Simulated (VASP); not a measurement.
A run of VASP 6.6.1 is set up as follows.

The input POSCAR:

```
MgS
1.0
    0.0000000000      2.6015177399      2.6015177399
    2.6015177399      0.0000000000      2.6015177399
    2.6015177399      2.6015177399      0.0000000000
Mg S
1 1
Direct
    0.0000000000      0.0000000000      0.0000000000
    0.5000000000      0.5000000000      0.5000000000
```

The input INCAR.step1:

```
SYSTEM = MgS
  ALGO = Normal
  EDIFF = 1E-5
  ENCUT = 520
  GGA = PE
  ISIF = 2
  ISMEAR = 0
  LASPH = .TRUE.
  LREAL = .FALSE.
  LWAVE = .TRUE.
  NBANDS = 11
  NELM = 100
  PREC = Accurate
  SIGMA = 0.01
```

Contents of INCAR.step2:

```
SYSTEM = MgS
  AEXX = 0.05
  ALGO = Normal
  EDIFF = 1E-6
  ENCUT = 520
  GGA = PE
  HFSCREEN = 0.2078
  ISIF = 2
  ISMEAR = 0
  ISTART = 1
  LASPH = .TRUE.
  LCHARG = .TRUE.
  LELF = .TRUE.
  LHFCALC = .TRUE.
  LREAL = .FALSE.
  LVHAR = .TRUE.
  LWAVE = .FALSE.
  NBANDS = 11
  NELM = 100
  PREC = Accurate
  PRECFOCK = Normal
  SIGMA = 0.01
```

File KPOINTS:

```
k-points
0
G
  4 4 4
  0 0 0
```

Potentials or basis: VASP PAW PBE potentials, release 64 (Mg, S).

Command:

```bash
$ cat potpaw_PBE.64/Mg/POTCAR potpaw_PBE.64/S/POTCAR > POTCAR
$ cp INCAR.step1 INCAR
$ mpirun -np 1 vasp_std > vasp.out
$ cp INCAR.step2 INCAR
$ mpirun -np 1 vasp_std > vasp.out
```

Q: Predict the pressure.

A: 0.9 GPa.

Q: Predict the band gap on the k mesh.

A: 2.95 eV, indirect (least direct gap 3.92 eV).

Caveat: the k points lie up to 0.52 Å⁻¹ apart; the PAW data sets were made with another functional, which shifts forces and pressure a little. A k mesh can miss the band edges.
